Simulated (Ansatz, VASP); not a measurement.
Two plane-wave programs on SiC

```
Si C
1.0
     3.07536    0.00000    0.00000
    -1.53768    2.66334    0.00000
     0.00000    0.00000    5.04811
Si C
2 2
Cartesian
  0.0000 1.7756 2.5220
  1.5377 0.8878 5.0460
  0.0000 1.7756 4.4192
  1.5377 0.8878 1.8951
```

Alike in both runs: task single point; functional r2SCAN; k mesh 12 × 12 × 6; no spin polarisation.

```csv
,VASP,Ansatz
version,VASP 6.6.1,Ansatz 0.2.0
potentials or method,"VASP PAW PBE potentials, release 64 (Si, C)","plane waves, PAW"
plane-wave cutoff (eV),520,500
occupations,"gaussian, width 0.01 eV",fixed
valence electrons in the cell,16,16
```

VASP gave:

- gap on the k mesh at the Fermi level (eV): 2.66
- pressure (GPa): -0.2

Question: What did Ansatz give for the same quantities?

Answer: gap on the k mesh at the Fermi level (eV): 2.65; pressure (GPa): 0.0.

VASP's potentials were made for PBE, not for r2SCAN.
